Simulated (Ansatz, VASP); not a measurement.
Two plane-wave programs on WS2

```
W S
1.0
     3.18160    0.00000    0.00000
    -1.59080    2.75535    0.00000
     0.00000    0.00000   13.06289
W S
2 4
Direct
  0.33333 0.66667 0.25000
  0.66667 0.33333 0.75000
  0.33333 0.66667 0.63062
  0.66667 0.33333 0.13062
  0.33333 0.66667 0.86938
  0.66667 0.33333 0.36938
```

Alike in both runs: functional r2SCAN; k mesh 12 × 12 × 4; occupations gaussian, width 0.02 eV; no spin polarisation.

Ansatz relaxed the structure, and its values are those at the end. VASP's run is a single point on that final structure, the one shown.

```csv
,VASP,Ansatz
version,VASP 6.6.1,Ansatz 0.2.0
potentials or method,"VASP PAW PBE potentials, release 64 (W_sv, S), cutoff 520 eV","scalar-relativistic, plane waves, PAW"
valence electrons in the cell,52,52
```

|  | VASP | Ansatz | Ansatz less VASP |
| --- | --- | --- | --- |
| gap on the k mesh at the Fermi level (eV) | 1.38 | 1.37 | -0.009 |
| least direct gap on the mesh (eV) | 1.88 | 1.88 | -0.004 |
| pressure (GPa) | 0.2 | 0.0 | -0.18 |
| rms of the force components (eV/Å) | 0.010 | 0.000 | -0.0101 |

VASP's potentials were made for PBE, not for r2SCAN.

Neither program's run includes spin-orbit coupling.
